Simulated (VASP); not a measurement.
**Rh: single point with r2SCAN**

The system is Rh.

```
CELL_PARAMETERS angstrom
2.67744 0.00000 0.00000
-1.33872 2.31873 0.00000
0.00000 0.00000 8.84263
ATOMIC_POSITIONS crystal
Rh 0.00000 0.00000 0.00000
Rh 0.33333 0.66667 0.25000
Rh 0.00000 0.00000 0.50000
Rh 0.66667 0.33333 0.75000
```

This isn't the form of Rh at room conditions, which is fcc.

| Item | Value |
| --- | --- |
| Program | VASP 6.6.1 |
| Task | single point |
| Functional | r2SCAN |
| Potentials or basis | VASP PAW PBE potentials, release 64 (Rh_pv) |
| Cutoff | 520 eV |
| k mesh | 7 × 7 × 2 |
| Occupations | methfessel-paxton, width 0.3 eV |
| Spin | no spin polarisation |
| Dipole correction | no |
| Further INCAR settings | ALGO = Normal; EDIFF = 1e-07; NBANDS = 38 |

```
Pressure               : 1.1 GPa
Band gap on the k mesh : zero (bands 30 and 31 overlap by 1.79 eV)
```

Stress tensor (GPa, compression positive):
```
0.73 0.00 0.00
0.00 0.73 0.00
0.00 0.00 1.83
```

Levels at points of the mesh, in eV from the Fermi level:
```csv
k point,band 28,band 29,band 30,band 31,band 32,band 33,band 34,band 35
"(0.00, 0.00, 0.00)",-1.52,-1.52,-0.91,-0.91,-0.40,-0.40,0.39,0.39
"(0.00, 0.00, 0.50)",-1.22,-1.22,-1.22,-1.17,-1.17,0.04,0.04,0.04
```

Run time: 3.8 min on 1 thread of Intel Xeon 8259CL, with other jobs on the host, peak memory 0.15 GiB.

Caveat: the k points lie up to 0.39 Å⁻¹ apart, too coarse for converged energies and pressures of a metal; the PAW data sets were made with another functional, which shifts forces and pressure a little.
